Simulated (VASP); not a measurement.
**Pd: single point with PBEsol**

Crystal: Pd.

```
Pd
1.0
     0.01636    2.05817    1.99113
     2.05648    0.00066    2.00683
     2.05416    2.07155    0.00298
Pd
1
Direct
  0.00000 0.00000 0.00000
```

This cell differs from its parent crystal: the cell strained at random.

```json
{"Program": "VASP 6.6.1", "Task": "single point", "Functional": "PBEsol", "Potentials or basis": "VASP PAW PBE potentials, release 64 (Pd)", "Cutoff": "520 eV", "k mesh": "16 × 16 × 16", "Occupations": "gaussian, width 0.1 eV", "Spin": "no spin polarisation"}
```

| Item | Value |
| --- | --- |
| Pressure | -20.2 GPa |
| Band gap on the k mesh | zero (bands 5 and 6 overlap by 1.32 eV) |

Stress tensor (GPa, compression positive):
```
-20.29  -0.17  -0.36
 -0.17 -20.62   0.22
 -0.36   0.22 -19.66
```

Levels at points of the mesh, in eV from the Fermi level:
| k point | band 1 | band 2 | band 3 | band 4 | band 5 | band 6 | band 7 | band 8 | band 9 | band 10 |
| --- | --- | --- | --- | --- | --- | --- | --- | --- | --- | --- |
| (0.00, 0.00, 0.00) | -6.25 | -2.42 | -2.34 | -2.14 | -1.11 | -0.88 | 16.97 | 20.67 | 20.86 | 21.39 |
| (0.50, 0.00, 0.00) | -4.37 | -2.43 | -2.23 | -0.07 | 0.03 | 1.29 | 6.41 | 16.15 | 19.17 | 19.84 |
| (0.00, 0.50, 0.00) | -4.38 | -2.49 | -2.16 | -0.06 | -0.01 | 1.17 | 6.20 | 16.27 | 19.31 | 20.19 |
| (0.50, 0.50, 0.00) | -4.38 | -4.14 | -0.06 | 0.19 | 0.24 | 3.61 | 9.87 | 11.91 | 12.15 | 19.18 |
| (0.00, 0.00, 0.50) | -4.38 | -2.41 | -2.25 | -0.11 | 0.03 | 1.19 | 6.24 | 16.28 | 19.42 | 19.98 |
| (0.50, 0.00, 0.50) | -4.39 | -4.15 | -0.05 | 0.15 | 0.26 | 3.03 | 9.05 | 12.45 | 12.79 | 19.71 |
| (0.00, 0.50, 0.50) | -4.38 | -4.14 | -0.06 | 0.13 | 0.29 | 3.17 | 9.25 | 12.35 | 12.60 | 19.61 |
| (0.50, 0.50, 0.50) | -4.38 | -2.44 | -2.21 | -0.10 | 0.02 | 1.17 | 6.20 | 16.29 | 19.42 | 20.08 |

It took 6.1 min on 1 thread of Intel Xeon 8259CL, on a shared host, peak memory 0.48 GiB.

Caveat: the cell differs from its parent crystal (the cell strained at random); the cell stands under tension; the PAW data sets were made with another functional, which shifts forces and pressure a little.
